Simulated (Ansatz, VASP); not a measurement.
## Two plane-wave programs on Te

```
CELL_PARAMETERS angstrom
4.29663 0.00000 0.00000
-2.14832 3.72099 0.00000
0.00000 0.00000 5.90411
ATOMIC_POSITIONS crystal
Te 0.28554 0.00000 0.33333
Te 0.00000 0.28554 0.66667
Te 0.71446 0.71446 0.00000
```

Alike in both runs: task single point; functional LDA; k mesh 9 × 9 × 6; no spin polarisation.

|  | VASP | Ansatz |
| --- | --- | --- |
| version | VASP 6.6.1 | Ansatz 0.2.0 |
| potentials or method | VASP PAW LDA potentials, release 64 (Te), cutoff 520 eV | plane waves (420 eV) with PAW, scalar-relativistic |
| occupations | methfessel-paxton of order 1, width 0.03 eV | cold, width 0.03 eV |
| valence electrons in the cell | 18 | 48 |

Ansatz gave:

| Quantity | Value |
| --- | --- |
| pressure (GPa) | -0.1 |
| traceless stress, the component that is largest in VASP (GPa) | 0.15 |

Problem. What did VASP give for the same quantities?

Solution. Pressure (GPa): 0.0; traceless stress, the component that is largest in VASP (GPa): 0.22.

Ansatz warns that its potentials were made for another functional, while VASP's fit it. LDA's correlation is that of Perdew and Zunger in VASP and of Perdew and Wang (1992) in Ansatz. VASP's potentials hold 18 valence electrons a cell and Ansatz's 48, so a difference there can come from the potentials and not from the codes.

Neither program's run includes spin-orbit coupling.
